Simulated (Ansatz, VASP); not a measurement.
Two plane-wave programs on Mg

```xyz
2
Lattice="3.2722 0.0000 0.0000 -1.6361 2.8338 0.0000 0.0000 0.0000 5.3125" Properties=species:S:1:pos:R:3 pbc="T T T"
Mg    1.6361    0.9446    3.9844
Mg    0.0000    1.8892    1.3281
```

Alike in both runs: task single point; functional r2SCAN; dispersion D4; k mesh 10 × 10 × 5; occupations fermi-dirac, width 0.05 eV; no spin polarisation.

|  | VASP | Ansatz |
| --- | --- | --- |
| version | VASP 6.6.1 | Ansatz 0.2.0 |
| potentials or method | VASP PAW PBE potentials, release 64 (Mg_sv) | Ansatz PAW |
| plane-wave cutoff (eV) | 920 | 500 |
| valence electrons in the cell | 20 | 20 |

|  | VASP | Ansatz | Ansatz less VASP |
| --- | --- | --- | --- |
| gap on the k mesh at the Fermi level (eV) | none | none | - |
| pressure (GPa) | -3.2 | -3.2 | +0.01 |
| traceless stress, the component that is largest in VASP (GPa) | 0.61 | 0.60 | -0.014 |

VASP's potentials were made for PBE, not for r2SCAN. A gap of «none» marks a metal or a gap that the smearing closes.
